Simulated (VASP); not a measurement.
# C in VASP: further runs

The runs below take C through single point, with LDA.

Everything below comes from runs of VASP 6.6.1. Logs are shortened: lines on timing, memory, paths and dates and some standing lists are left out, and cuts for length are marked.

## Step 1: The cell of the first run

The cell holds a slab with vacuum, 4 atoms: a = 2.445 Å, b = 2.445 Å, c = 24.108 Å, α = 90.00°, β = 90.00°, γ = 120.00°.

## Step 2: Single point, LDA

Input file INCAR:

```
SYSTEM = C
ALGO = Normal
EDIFF = 1E-6
ENCUT = 520
GGA = CA
ISIF = 2
ISMEAR = 0
LASPH = .TRUE.
LCHARG = .TRUE.
LELF = .TRUE.
LREAL = .FALSE.
LVHAR = .TRUE.
LWAVE = .FALSE.
NBANDS = 16
NELM = 60
PREC = Accurate
SIGMA = 0.15
```

Input file KPOINTS:

```
k-points
0
G
  18 18 2
  0 0 0
```

Input file POSCAR:

```
C
1.0
    2.4446025229      0.0000000000      0.0000000000
   -1.2223012614      2.1170878870      0.0000000000
    0.0000000000      0.0000000000     24.1078379870
C
4
Direct
    0.0000000000      0.0000000000      0.5687751440
    0.0000000000      0.0000000000      0.4312248560
    0.3333333333      0.6666666667      0.4312002200
    0.6666666667      0.3333333333      0.5687997800
```

Potentials or basis: VASP PAW LDA potentials, release 64 (C).

Launch:

```bash
$ cat potpaw_LDA.64/C/POTCAR > POTCAR
$ mpirun -np 1 vasp_std > vasp.out
```

OUTCAR:

```text
SYSTEM = C
   EDIFF = 1E-6
   ENCUT = 520
   GGA = CA
   ISIF = 2
   ISMEAR = 0
   LASPH = .TRUE.
   LREAL = .FALSE.
   NELM = 60
   PREC = Accurate

 ion  position               nearest neighbor table
   1  0.000  0.000  0.569-   4 1.41   4 1.41   4 1.41
   2  0.000  0.000  0.431-   3 1.41   3 1.41   3 1.41
   3  0.333  0.667  0.431-   2 1.41   2 1.41   2 1.41
   4  0.667  0.333  0.569-   1 1.41   1 1.41   1 1.41

  LATTYP: Found a hexagonal cell.
 ALAT       =     2.4446025229
 C/A-ratio  =     9.8616596200

  Lattice vectors:

 A1 = (   2.4446025229,   0.0000000000,   0.0000000000)
 A2 = (  -1.2223012614,   2.1170878870,   0.0000000000)
 A3 = (   0.0000000000,   0.0000000000,  24.1078379870)

Analysis of symmetry for initial positions (statically):
=====================================================================
 Subroutine PRICEL returns:
 Original cell was already a primitive cell.

 Routine SETGRP: Setting up the symmetry group for a
 hexagonal supercell.

 Subroutine GETGRP returns: Found 12 space group operations
 (whereof 12 operations were pure point group operations)
 out of a pool of 24 trial point group operations.

The static configuration has the point symmetry D_3d.

Analysis of symmetry for dynamics (positions and initial velocities):
=====================================================================
 Subroutine PRICEL returns:
 Original cell was already a primitive cell.

 Routine SETGRP: Setting up the symmetry group for a
 hexagonal supercell.

 Subroutine GETGRP returns: Found 12 space group operations
 (whereof 12 operations were pure point group operations)
 out of a pool of 24 trial point group operations.

The dynamic configuration has the point symmetry D_3d.

 Subroutine INISYM returns: Found 12 space group operations
 (whereof 12 operations are pure point group operations),
 and found     1 'primitive' translations

----------------------------------------------------------------------------------------

                                     Primitive cell

  volume of cell :     124.7686

  direct lattice vectors                    reciprocal lattice vectors
     2.444602523  0.000000000  0.000000000     0.409064456  0.236173474  0.000000000
    -1.222301261  2.117087887  0.000000000     0.000000000  0.472346947  0.000000000
     0.000000000  0.000000000 24.107837987     0.000000000  0.000000000  0.041480285

  length of vectors
     2.444602523  2.444602523 24.107837987     0.472346947  0.472346947  0.041480285

  position of ions in fractional coordinates (direct lattice)
     0.000000000  0.000000000  0.568775144
     0.000000000  0.000000000  0.431224856
     0.333333333  0.666666667  0.431200220
     0.666666667  0.333333333  0.568799780

  ion indices of the primitive-cell ions
   primitive index   ion index
                 1           1
                 2           2
                 3           3
                 4           4

----------------------------------------------------------------------------------------

 KPOINTS: k-points

Automatic generation of k-mesh.
 Grid dimensions read from file:
 generate k-points for:   18   18    2

 Generating k-lattice:

  Cartesian coordinates                     Fractional coordinates (reciprocal lattice)
     0.022725803  0.013120749  0.000000000     0.055555556 -0.000000000  0.000000000
     0.000000000  0.026241497  0.000000000     0.000000000  0.055555556  0.000000000
     0.000000000  0.000000000  0.020740143     0.000000000  0.000000000  0.500000000

  Length of vectors
     0.026241497  0.026241497  0.020740143

  Shift w.r.t. Gamma in fractional coordinates (k-lattice)
     0.000000000  0.000000000  0.000000000

 Subroutine IBZKPT returns following result:
 ===========================================

 Found     74 irreducible k-points:

 Following reciprocal coordinates:
            Coordinates               Weight
  0.000000  0.000000  0.000000      1.000000
  0.055556  0.000000  0.000000      6.000000
  0.111111  0.000000  0.000000      6.000000
  0.166667 -0.000000  0.000000      6.000000
  0.222222 -0.000000  0.000000      6.000000
  0.277778  0.000000  0.000000      6.000000
[... 16 lines left out ...]
  0.333333  0.111111  0.000000     12.000000
  0.388889  0.111111  0.000000     12.000000
 [... further k-points ...]
   k-points           NKPTS =     74   k-points in BZ     NKDIM =     74   number of bands    NBANDS=     16
   number of dos      NEDOS =    301   number of ions     NIONS =      4
   total plane-waves  NPLWV =  58320
   dimension x,y,z NGX =    18 NGY =   18 NGZ =  180
   dimension x,y,z NGXF=    36 NGYF=   36 NGZF=  360
   ions per type =               4
   NGX,Y,Z   is equivalent  to a cutoff of  12.24, 12.24, 12.41 a.u.
   NGXF,Y,Z  is equivalent  to a cutoff of  24.48, 24.48, 24.83 a.u.
 SYSTEM =  C
   PREC   = accura    normal or accurate (medium, high low for compatibility)
   ISTART =      0    job   : 0-new  1-cont  2-samecut
   ICHARG =      2    charge: 1-file 2-atom 10-const
   ISPIN  =      1    spin polarized calculation?
   LNONCOLLINEAR =      F non collinear calculations
   LSORBIT =      F    spin-orbit coupling
   LASPH  =      T    aspherical Exc in radial PAW
   ENCUT  =  520.0 eV  38.22 Ry    6.18 a.u.   4.55  4.55 44.82*2*pi/ulx,y,z
   NELM   =     60;   NELMIN=  2; NELMDL= -5     # of ELM steps
   EDIFF  = 0.1E-05   stopping-criterion for ELM
   LREAL  =      F    real-space projection
   EDIFFG = 0.1E-04   stopping-criterion for IOM
   NSW    =      0    number of steps for IOM
   IBRION =     -1    ionic relax: 0-MD 1-quasi-New 2-CG
   NFREE  =      0    steps in history (QN), initial steepest desc. (CG)
   ISIF   =      2    stress and relaxation
   ISYM   =      2    0-nonsym 1-usesym 2-fastsym
   POTIM  = 0.5000    time-step for ionic-motion
   TEBEG  =    0.0;   TEEND  =   0.0 temperature during run
   PSTRESS=    0.0 pullay stress
   NELECT =      16.0000    total number of electrons
   NUPDOWN=      -1.0000    fix difference up-down
   EMIN   =  10.00;   EMAX   =-10.00  energy-range for DOS
   EFERMI =   0.00;   METHOD = LEGACY
   ISMEAR =     0;   SIGMA  =   0.15  broadening in eV -4-tet -1-fermi 0-gaus
   EFERMI_NEDOS =   21; number of points for ismear=-14 and -15
   IALGO  =     38    algorithm
   IMIX   =      4    mixing-type and parameters
     AMIX     =   0.40;   BMIX     =  1.00
     AMIX_MAG =   1.60;   BMIX_MAG =  1.00
  volume/ion in A,a.u.               =      31.19       210.50
  Fermi-wavevector in a.u.,A,eV,Ry     =   0.825556  1.560074  9.272944  0.681542
  Thomas-Fermi vector in A             =   1.937435
   LORBIT       =      0    0 simple, 1 ext, 2 COOP (PROOUT), +10 PAW based schemes
   GGA     = CA    functional components
   LHFCALC =     F    Hartree Fock is set to
   AEXX    =    0.0000 exact exchange contribution
   IVDW    =     0    specifies the selected vdW correction
   LEPSILON=     F    determine dielectric tensor
   LRPA    =     F    only Hartree local field effects (RPA)
 non-spin polarized calculation
 Gauss-broadening in eV      SIGMA  =   0.15
  energy-cutoff  :      520.00
  volume of cell :      124.77
 maximum number of plane-waves:      3413
   NGX =  9   NGY =  9   NGZ = 89

 number of electron      15.9999996 magnetization

 Free energy of the ion-electron system (eV)
  ---------------------------------------------------
  ext. energy  EPLUGINS =         0.00000000
  ---------------------------------------------------
  free energy    TOTEN  =       -40.40042059 eV

  energy without entropy =      -40.39937324  energy(sigma->0) =      -40.39989691

 E-fermi :  -1.9412     XC(G=0):  -3.3617

 val. band max:       -1.9412584466   @ k =   0.3333   0.3333   0.5000
 cond. band min:      -1.5600286444   @ k =   0.3333   0.3333   0.0000
 fundamental gap:      0.3812298022
 Fermi energy:        -1.9412380167

 k-point     1 :       0.0000    0.0000    0.0000
  band No.  band energies     occupation
      1     -21.5118      2.00000
      2     -21.3382      2.00000
      3     -10.2673      2.00000
      4      -9.1964      2.00000
      5      -4.9461      2.00000
      6      -4.9461      2.00000
[... 8 lines left out ...]
     15       5.1023      0.00000
     16       6.5008      0.00000

 k-point     2 :       0.0556    0.0000    0.0000
  band No.  band energies     occupation
      1     -21.4377      2.00000
      2     -21.2650      2.00000
      3     -10.1768      2.00000
      4      -9.1088      2.00000
      5      -5.2409      2.00000
      6      -5.2267      2.00000
[... 8 lines left out ...]
     15       5.2029      0.00000
     16       6.5369      0.00000

 k-point     3 :       0.1111    0.0000    0.0000
  band No.  band energies     occupation
      1     -21.2160      2.00000
      2     -21.0456      2.00000
      3      -9.9062      2.00000
      4      -8.8473      2.00000
      5      -6.0526      2.00000
      6      -6.0289      2.00000
[... 8 lines left out ...]
     15       5.5042      0.00000
     16       6.5823      0.00000

 k-point     4 :       0.1667   -0.0000    0.0000
  band No.  band energies     occupation
      1     -20.8476      2.00000
      2     -20.6812      2.00000
      3      -9.4582      2.00000
      4      -8.4153      2.00000
      5      -7.2232      2.00000
      6      -7.1875      2.00000
[... 8 lines left out ...]
     15       5.9999      0.00000
     16       6.5482      0.00000
[... 324 lines left out ...]
 k-point    22 :       0.2778    0.1111    0.0000
  band No.  band energies     occupation
      1     -18.6739      2.00000
      2     -18.5305      2.00000
      3     -11.4454      2.00000
      4     -11.3747      2.00000
      5      -8.6315      2.00000
      6      -8.5927      2.00000
[... 8 lines left out ...]
     15       7.2918      0.00000
     16       7.3473      0.00000

 k-point    23 :       0.3333    0.1111    0.0000
  band No.  band energies     occupation
      1     -17.7570      2.00000
      2     -17.6235      2.00000
      3     -12.8385      2.00000
      4     -12.7540      2.00000
      5      -9.0054      2.00000
      6      -8.9639      2.00000
[... 8 lines left out ...]
     15       7.9726      0.00000
     16       8.6272      0.00000

 k-point    24 :       0.3889    0.1111    0.0000
  band No.  band energies     occupation
      1     -16.7342      2.00000
      2     -16.6137      2.00000
      3     -14.1584      2.00000
      4     -14.0642      2.00000
      5      -9.2322      2.00000
      6      -9.1892      2.00000
[... 8 lines left out ...]
     15       9.4913      0.00000
     16       9.8946      0.00000

 [... further k-points ...]

------------------------ aborting loop because EDIFF is reached ----------------------------------------

  FORCE on cell =-STRESS in cart. coord.  units (eV):
  Direction    XX          YY          ZZ          XY          YZ          ZX
  --------------------------------------------------------------------------------------
  -------------------------------------------------------------------------------------
  Total        0.2996713      0.2996713     -0.0292020      0.0000000      0.0000000      0.0000000
  in kB        3.8481347      3.8481347     -0.3749881      0.0000000      0.0000000      0.0000000
  external PRESSURE =       2.4404271 kB  Pullay stress =       0.0000000 kB

 VOLUME and BASIS-vectors are now :
 -----------------------------------------------------------------------------
  energy-cutoff  :      520.00
  volume of cell :      124.77
      direct lattice vectors                 reciprocal lattice vectors
     2.444602523  0.000000000  0.000000000     0.409064456  0.236173474  0.000000000
    -1.222301261  2.117087887  0.000000000     0.000000000  0.472346947  0.000000000
     0.000000000  0.000000000 24.107837987     0.000000000  0.000000000  0.041480285

 POSITION                                       TOTAL-FORCE (eV/Angst)
 -----------------------------------------------------------------------------------
      0.00000      0.00000     13.71194         0.000000      0.000000     -0.000941
      0.00000      0.00000     10.39590         0.000000      0.000000      0.000941
     -0.00000      1.41139     10.39531         0.000000     -0.000000     -0.000321
      1.22230      0.70570     13.71253        -0.000000      0.000000      0.000321
 -----------------------------------------------------------------------------------
    total drift:                                0.000000      0.000000     -0.000000

  FREE ENERGIE OF THE ION-ELECTRON SYSTEM (eV)
  ---------------------------------------------------
  free  energy   TOTEN  =       -40.4004205913 eV

  energy  without entropy=      -40.3993732368  energy(sigma->0) =      -40.39989691
```

Wall time 2 min (1 thread of AMD EPYC 9R14 (Zen 4), shared host); peak memory 0.21 GiB.

Results:

* Free energy: -40.4004 eV
* Band gap on the k mesh: zero (filled and empty bands touch)

## Step 3: Single point, LDA

Input file INCAR:

```
PREC = Accurate
ENCUT = 520
EDIFF = 1E-6
ISMEAR = 0
SIGMA = 0.1
LREAL = False
LASPH = True
NELM = 80
ALGO = Normal
ISIF = 2
LWAVE = False
LCHARG = False
NBANDS = 16
```

Input file KPOINTS:

```
regular mesh
0
Gamma
  21 21 2
```

POSCAR is that of step 2.

Potentials or basis: VASP PAW LDA potentials, release 64 (C).

Launch:

```bash
$ cat potpaw_LDA.64/C/POTCAR > POTCAR
$ mpirun -np 1 vasp_std > vasp.out
```

OUTCAR:

```text
PREC = Accurate
   ENCUT = 520
   EDIFF = 1E-6
   ISMEAR = 0
   LREAL = False
   LASPH = True
   NELM = 80
   ISIF = 2

 ion  position               nearest neighbor table
   1  0.000  0.000  0.569-   4 1.41   4 1.41   4 1.41
   2  0.000  0.000  0.431-   3 1.41   3 1.41   3 1.41
   3  0.333  0.667  0.431-   2 1.41   2 1.41   2 1.41
   4  0.667  0.333  0.569-   1 1.41   1 1.41   1 1.41

  LATTYP: Found a hexagonal cell.
 ALAT       =     2.4446025229
 C/A-ratio  =     9.8616596200

[... 652 lines left out ...]
  Direction    XX          YY          ZZ          XY          YZ          ZX
  --------------------------------------------------------------------------------------
  -------------------------------------------------------------------------------------
  Total        0.2975693      0.2975693     -0.0258099      0.0000000      0.0000000      0.0000000
  in kB        3.8211427      3.8211427     -0.3314297      0.0000000      0.0000000      0.0000000
  external PRESSURE =       2.4369519 kB  Pullay stress =       0.0000000 kB

 VOLUME and BASIS-vectors are now :
 -----------------------------------------------------------------------------
  energy-cutoff  :      520.00
  volume of cell :      124.77
      direct lattice vectors                 reciprocal lattice vectors
     2.444602523  0.000000000  0.000000000     0.409064456  0.236173474  0.000000000
    -1.222301261  2.117087887  0.000000000     0.000000000  0.472346947  0.000000000
     0.000000000  0.000000000 24.107837987     0.000000000  0.000000000  0.041480285

 POSITION                                       TOTAL-FORCE (eV/Angst)
 -----------------------------------------------------------------------------------
      0.00000      0.00000     13.71194         0.000000     -0.000000      0.000347
      0.00000      0.00000     10.39590        -0.000000      0.000000     -0.000347
     -0.00000      1.41139     10.39531        -0.000000      0.000000     -0.000037
      1.22230      0.70570     13.71253        -0.000000      0.000000      0.000037
 -----------------------------------------------------------------------------------
    total drift:                               -0.000000      0.000000     -0.000000

  FREE ENERGIE OF THE ION-ELECTRON SYSTEM (eV)
  ---------------------------------------------------
  free  energy   TOTEN  =       -40.4006813352 eV

  energy  without entropy=      -40.4001695978  energy(sigma->0) =      -40.40042547
```

OSZICAR:

```text
N       E                     dE             d eps       ncg     rms          rms(c)
DAV:   1     0.105878862146E+03    0.10588E+03   -0.62658E+03  3088   0.773E+02
DAV:   2    -0.315573534113E+02   -0.13744E+03   -0.12201E+03  4664   0.186E+02
DAV:   3    -0.431659209386E+02   -0.11609E+02   -0.11463E+02  4080   0.595E+01
[... 12 lines left out ...]
DAV:  16    -0.404006534454E+02   -0.54064E-04   -0.13794E-06  3664   0.440E-03    0.286E-03
DAV:  17    -0.404006729885E+02   -0.19543E-04   -0.51529E-07  3384   0.256E-03    0.143E-03
DAV:  18    -0.404006789423E+02   -0.59538E-05   -0.12367E-07  2792   0.135E-03    0.557E-04
DAV:  19    -0.404006811836E+02   -0.22412E-05   -0.51754E-08  2488   0.847E-04    0.123E-04
DAV:  20    -0.404006813352E+02   -0.15165E-06   -0.44444E-09  3472   0.276E-04
   1 F= -.40400681E+02 E0= -.40400425E+02  d E =-.511737E-03
```

stdout:

```text
POSCAR found type information on POSCAR C
 POSCAR found :  1 types and       4 ions
 scaLAPACK will be used
 LDA part: xc-table for (Slater(with rela. corr.)+CA(PZ))
 , standard interpolation
 POSCAR, INCAR and KPOINTS ok, starting setup
 FFT: planning ... GRIDC
 FFT: planning ... GRID_SOFT
 FFT: planning ... GRID
 WAVECAR not read
 entering main loop
```

It took 2.4 min on 1 thread of AMD EPYC 9R14 (Zen 4), shared host; peak memory 0.23 GiB.

What came out:

* Free energy: -40.4007 eV
* Band gap on the k mesh: zero (filled and empty bands touch)
